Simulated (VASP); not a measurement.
# SrHgI3 (P6_3/mmc) in VASP: relaxation of cell and atoms with PBE

Aim: the relaxation of cell and atoms of SrHgI3 with PBE.

Everything below comes from runs of VASP 6.6.1. Logs are shortened: lines on timing, memory, paths and dates and some standing lists are left out, and cuts for length are marked.

## 1. The cell of the first run

The structure is hexagonal, space group P6_3/mmc (No. 194). Conventional cell: a = 8.265 Å, b = 8.265 Å, c = 6.943 Å, α = 90.00°, β = 90.00°, γ = 120.00°. Within 5.4 Å of Sr (site symmetry -6m2) lie 12 I at 4.13 to 4.21 Å and 6 Hg at 5.08 Å. Within 3.9 Å of Hg (site symmetry -3m) lie 6 I at 2.95 Å and 2 Hg at 3.47 Å. I (site symmetry mm2) has 2 Hg at 2.95 Å within 3.9 Å.

## 2. Relaxation of cell and atoms, PBE

INCAR reads:

```
SYSTEM = SrHgI3
PREC = Accurate
ENCUT = 600
EDIFF = 1E-6
ISMEAR = 0
SIGMA = 0.1
LREAL = .False.
LASPH = .True.
NELM = 100
ALGO = Normal
ISIF = 3
LWAVE = .False.
LCHARG = .False.
GGA = PE
IBRION = 2
NSW = 90
EDIFFG = -0.04
```

KPOINTS reads:

```
Automatic mesh
0
Gamma
  3 3 4
  0 0 0
```

POSCAR reads:

```
SrHgI3
1.0
    8.2650150000      0.0000000000      0.0000000000
   -4.1325075000      7.1577129500      0.0000000000
    0.0000000000      0.0000000000      6.9426126000
Sr Hg I
2 2 6
Direct
    0.3333333300      0.6666666700      0.7500000000
    0.6666666700      0.3333333300      0.2500000000
    0.0000000000      0.0000000000      0.0000000000
    0.0000000000      0.0000000000      0.5000000000
    0.8333333300      0.6666666700      0.7500000000
    0.3333333300      0.1666666700      0.7500000000
    0.8333333300      0.1666666700      0.7500000000
    0.1666666700      0.3333333300      0.2500000000
    0.6666666700      0.8333333300      0.2500000000
    0.1666666700      0.8333333300      0.2500000000
```

Potentials or basis: VASP PAW PBE potentials, release 64 (Sr_sv, Hg, I).

Launch:

```console
$ cat potpaw_PBE.64/Sr_sv/POTCAR potpaw_PBE.64/Hg/POTCAR potpaw_PBE.64/I/POTCAR > POTCAR
$ mpirun -np 1 vasp_std > vasp.out
```

OUTCAR:

```text
SYSTEM = SrHgI3
   PREC = Accurate
   ENCUT = 600
   EDIFF = 1E-6
   ISMEAR = 0
   LREAL = .False.
   LASPH = .True.
   NELM = 100
   ISIF = 3
   GGA = PE
   IBRION = 2
   NSW = 90
   EDIFFG = -0.04

 ion  position               nearest neighbor table
   1  0.333  0.667  0.750-   6 4.13   7 4.13   6 4.13   7 4.13   5 4.13   5 4.13  10 4.21  10 4.21
                             8 4.21   8 4.21   9 4.21   9 4.21
   2  0.667  0.333  0.250-   9 4.13  10 4.13   9 4.13  10 4.13   8 4.13   8 4.13   7 4.21   7 4.21
                             5 4.21   5 4.21   6 4.21   6 4.21
   3  0.000  0.000  0.000-   5 2.95   8 2.95   6 2.95   9 2.95   7 2.95  10 2.95   4 3.47   4 3.47

   4  0.000  0.000  0.500-   5 2.95   8 2.95   6 2.95   9 2.95   7 2.95  10 2.95   3 3.47   3 3.47

   5  0.833  0.667  0.750-   3 2.95   4 2.95   1 4.13   1 4.13   2 4.21   2 4.21
   6  0.333  0.167  0.750-   3 2.95   4 2.95   1 4.13   1 4.13   2 4.21   2 4.21
   7  0.833  0.167  0.750-   3 2.95   4 2.95   1 4.13   1 4.13   2 4.21   2 4.21
   8  0.167  0.333  0.250-   3 2.95   4 2.95   2 4.13   2 4.13   1 4.21   1 4.21
   9  0.667  0.833  0.250-   3 2.95   4 2.95   2 4.13   2 4.13   1 4.21   1 4.21
  10  0.167  0.833  0.250-   3 2.95   4 2.95   2 4.13   2 4.13   1 4.21   1 4.21

  LATTYP: Found a hexagonal cell.
 ALAT       =     8.2650150000
 C/A-ratio  =     0.8400000000

  Lattice vectors:

 A1 = (   8.2650150000,   0.0000000000,   0.0000000000)
 A2 = (  -4.1325075000,   7.1577129500,   0.0000000000)
 A3 = (   0.0000000000,   0.0000000000,   6.9426126000)

Analysis of symmetry for initial positions (statically):
=====================================================================
 Subroutine PRICEL returns:
 Original cell was already a primitive cell.

 Routine SETGRP: Setting up the symmetry group for a
 hexagonal supercell.

 Subroutine GETGRP returns: Found 24 space group operations
 (whereof 12 operations were pure point group operations)
 out of a pool of 24 trial point group operations.

The static configuration has the point symmetry D_3d.
 The point group associated with its full space group is D_6h.

Analysis of symmetry for dynamics (positions and initial velocities):
=====================================================================
 Subroutine PRICEL returns:
 Original cell was already a primitive cell.

 Routine SETGRP: Setting up the symmetry group for a
 hexagonal supercell.

 Subroutine GETGRP returns: Found 24 space group operations
 (whereof 12 operations were pure point group operations)
 out of a pool of 24 trial point group operations.

The dynamic configuration has the point symmetry D_3d.
 The point group associated with its full space group is D_6h.

 Subroutine INISYM returns: Found 24 space group operations
 (whereof 12 operations are pure point group operations),
 and found     1 'primitive' translations
[... 103 lines left out ...]
   POTIM  = 0.5000    time-step for ionic-motion
   TEBEG  =    0.0;   TEEND  =   0.0 temperature during run
   PSTRESS=    0.0 pullay stress
   NELECT =      86.0000    total number of electrons
   NUPDOWN=      -1.0000    fix difference up-down
   EMIN   =  10.00;   EMAX   =-10.00  energy-range for DOS
   EFERMI =   0.00;   METHOD = LEGACY
   ISMEAR =     0;   SIGMA  =   0.10  broadening in eV -4-tet -1-fermi 0-gaus
   EFERMI_NEDOS =   21; number of points for ismear=-14 and -15
   IALGO  =     38    algorithm
   IMIX   =      4    mixing-type and parameters
     AMIX     =   0.40;   BMIX     =  1.00
     AMIX_MAG =   1.60;   BMIX_MAG =  1.00
  volume/ion in A,a.u.               =      41.07       277.16
  Fermi-wavevector in a.u.,A,eV,Ry     =   0.972137  1.837072 12.858184  0.945050
  Thomas-Fermi vector in A             =   2.102411
   LORBIT       =      0    0 simple, 1 ext, 2 COOP (PROOUT), +10 PAW based schemes
   GGA     = PE    functional components
   LHFCALC =     F    Hartree Fock is set to
   AEXX    =    0.0000 exact exchange contribution
   IVDW    =     0    specifies the selected vdW correction
   LEPSILON=     F    determine dielectric tensor
   LRPA    =     F    only Hartree local field effects (RPA)
 conjugate gradient relaxation of ions
 non-spin polarized calculation
 Gauss-broadening in eV      SIGMA  =   0.10
  energy-cutoff  :      600.00
  volume of cell :      410.72
 maximum number of plane-waves:     13768
 NGX is ok and might be reduce to    70
   NGX = 33   NGY = 33   NGZ = 27

--------------------------------------- Ionic step        1  -------------------------------------------

 number of electron      85.9999994 magnetization

 Free energy of the ion-electron system (eV)
  ---------------------------------------------------
  ext. energy  EPLUGINS =         0.00000000
  ---------------------------------------------------
  free energy    TOTEN  =       -18.60167176 eV

  energy without entropy =      -18.57612980  energy(sigma->0) =      -18.58890078

------------------------ aborting loop because EDIFF is reached ----------------------------------------

  FORCE on cell =-STRESS in cart. coord.  units (eV):
  Direction    XX          YY          ZZ          XY          YZ          ZX
  --------------------------------------------------------------------------------------
  -------------------------------------------------------------------------------------
  Total        3.3774540      3.3774540      4.3529422      0.0000000      0.0000000      0.0000000
  in kB       13.1752591     13.1752591     16.9805843      0.0000000      0.0000000      0.0000000
  external PRESSURE =      14.4437009 kB  Pullay stress =       0.0000000 kB
[... 113 lines left out ...]
  FREE ENERGIE OF THE ION-ELECTRON SYSTEM (eV)
  ---------------------------------------------------
  free  energy   TOTEN  =       -19.2399400536 eV

  energy  without entropy=      -19.2178717789  energy(sigma->0) =      -19.22890592

[... ionic steps 4 to 24 ...]

--------------------------------------- Ionic step       25  -------------------------------------------

 number of electron      86.0000005 magnetization

------------------------ aborting loop because EDIFF is reached ----------------------------------------
[... 83 lines left out ...]
--------------------------------------- Ionic step       27  -------------------------------------------

 number of electron      86.0000012 magnetization

 Free energy of the ion-electron system (eV)
  ---------------------------------------------------
  ext. energy  EPLUGINS =         0.00000000
  ---------------------------------------------------
  free energy    TOTEN  =       -21.61876644 eV

  energy without entropy =      -21.57706312  energy(sigma->0) =      -21.59791478

 E-fermi :   1.3750     XC(G=0):  -7.8671

 val. band max:        1.3702539231   @ k =   0.3333   0.3333   0.2500
 cond. band min:       1.4205034032   @ k =   0.3333   0.3333   0.5000
 fundamental gap:      0.0502494802
 Fermi energy:         1.3750257187

 k-point     1 :       0.0000    0.0000    0.0000
  band No.  band energies     occupation
      1     -33.9527      2.00000
      2     -33.9526      2.00000
      3     -15.9427      2.00000
      4     -15.9427      2.00000
      5     -15.9414      2.00000
      6     -15.9414      2.00000
[... 512 lines left out ...]
  FREE ENERGIE OF THE ION-ELECTRON SYSTEM (eV)
  ---------------------------------------------------
  free  energy   TOTEN  =       -21.6187664363 eV

  energy  without entropy=      -21.5770631193  energy(sigma->0) =      -21.59791478

 reached required accuracy - stopping structural energy minimisation
```

OSZICAR:

```text
N       E                     dE             d eps       ncg     rms          rms(c)
DAV:   1     0.631788835893E+03    0.63179E+03   -0.39278E+04   918   0.160E+03
DAV:   2     0.386947689175E+02   -0.59309E+03   -0.58107E+03  1089   0.313E+02
DAV:   3    -0.175743902640E+02   -0.56269E+02   -0.56026E+02  1193   0.869E+01
[... 298 lines left out ...]
DAV:   3    -0.216188827836E+02    0.78106E-03   -0.10813E-03  1056   0.123E-01    0.726E-02
DAV:   4    -0.216187640400E+02    0.11874E-03   -0.27550E-04  1284   0.657E-02    0.342E-02
DAV:   5    -0.216187647341E+02   -0.69405E-06   -0.46615E-05  1278   0.280E-02    0.185E-02
DAV:   6    -0.216187663971E+02   -0.16630E-05   -0.49304E-06  1084   0.105E-02    0.399E-03
DAV:   7    -0.216187664363E+02   -0.39227E-07   -0.47349E-07   646   0.257E-03
  27 F= -.21618766E+02 E0= -.21597915E+02  d E =-.157938E-01
```

It took 2.2 h on 1 thread of AMD EPYC 7R13 (Zen 3), shared host; peak memory 0.74 GiB.

What came out:

| Property | Result |
| --- | --- |
| Free energy | -21.6188 eV |
| Relaxed volume | 42.68 Å³/atom |
| Relaxed cell | a = 9.723 Å, b = 9.723 Å, c = 5.213 Å, α = 90.00°, β = 90.00°, γ = 120.00° |
| Space group after relaxing (to 0.1 Å) | P6_3/mmc (No. 194) |
| Energy gained by relaxing | 301.7 meV/atom |
| Ionic steps | 27 |
| Pressure after relaxing | 0.1 GPa |
| Largest force after relaxing | 0.033 eV/Å |
| Band gap on the k mesh | zero (bands 43 and 44 overlap by 0.78 eV) |

Forces on the atoms (eV/Å):
```
Sr   0.000  0.000  0.000
Sr   0.000  0.000  0.000
Hg   0.000  0.000  0.000
Hg   0.000  0.000  0.000
I    0.000 -0.033  0.000
I    0.029  0.017  0.000
I   -0.029  0.017  0.000
I    0.000  0.033  0.000
I   -0.029 -0.017  0.000
I    0.029 -0.017  0.000
```

The path:
| step | energy change (eV) | largest force (eV/Å) | pressure (GPa) | volume (Å³) |
| --- | --- | --- | --- | --- |
| 1 | 0.0000 | 1.4975 | 1.44 | 410.72 |
| 2 | -0.5514 | 0.8182 | -0.53 | 433.12 |
| 3 | -0.6383 | 0.5116 | -1.36 | 446.91 |
| 4 | -0.9293 | 0.3962 | -1.00 | 428.33 |
| 5 | -1.1890 | 0.0603 | 0.38 | 390.24 |
| 6 | -1.1929 | 0.0299 | 0.12 | 395.45 |
| 7 | -1.3119 | 0.0296 | 0.17 | 392.46 |
| 8 | -1.6322 | 0.0922 | 0.85 | 381.27 |
| 9 | -1.7945 | 0.3207 | 6.47 | 348.36 |
| 10 | -1.9471 | 0.1528 | 1.50 | 374.21 |
| 11 | -2.3346 | 0.0262 | 3.10 | 362.30 |
| 12 | -2.2881 | 0.0949 | 4.13 | 357.09 |
| 13 | -2.3308 | 0.0356 | 3.62 | 359.52 |
| 14 | -2.3546 | 0.0601 | 3.65 | 360.09 |
| 15 | -2.3974 | 0.1331 | 3.80 | 361.72 |
| 16 | -2.3459 | 0.2765 | 4.34 | 364.61 |
| 17 | -2.4018 | 0.1749 | 3.92 | 362.60 |
| 18 | -2.4577 | 0.1691 | 3.68 | 365.06 |
| 19 | -2.6064 | 0.1492 | 3.00 | 372.51 |
| 20 | -2.8250 | 0.1067 | 1.82 | 387.69 |
| 21 | -2.9998 | 0.0075 | 0.05 | 419.23 |
| 22 | -3.0013 | 0.0029 | -0.08 | 422.29 |
| 23 | -3.0013 | 0.0072 | -0.14 | 423.55 |
| 24 | -3.0046 | 0.0104 | -0.12 | 423.92 |
| 25 | -3.0122 | 0.0195 | -0.05 | 425.03 |
| 26 | -3.0169 | 0.0361 | 0.09 | 427.17 |
| 27 | -3.0171 | 0.0334 | 0.06 | 426.80 |

Final structure:
```
CELL_PARAMETERS angstrom
9.72336 0.00000 0.00000
-4.86168 8.42067 0.00000
0.00000 0.00000 5.21268
ATOMIC_POSITIONS crystal
Sr 0.33333 0.66667 0.75000
Sr 0.66667 0.33333 0.25000
Hg 0.00000 0.00000 0.00000
Hg 0.00000 0.00000 0.50000
I 0.80083 0.60166 0.75000
I 0.39834 0.19917 0.75000
I 0.80083 0.19917 0.75000
I 0.19917 0.39834 0.25000
I 0.60166 0.80083 0.25000
I 0.19917 0.80083 0.25000
```

Levels at points of the mesh, in eV from the Fermi level:
```tsv
k point	band 41	band 42	band 43	band 44	band 45	band 46
(0.00, 0.00, 0.00)	-0.45	-0.45	0.21	2.10	2.76	2.83
(0.00, 0.00, 0.50)	-0.65	-0.65	-0.57	-0.57	4.34	4.34
```

Caveat: a cell axis changed by over 15 % at a fixed basis, so the end point is rough; spin-orbit coupling is left out, which moves the levels of the heavy elements.

The gap in the log of VASP goes by the Fermi energy; the results here count the filled bands.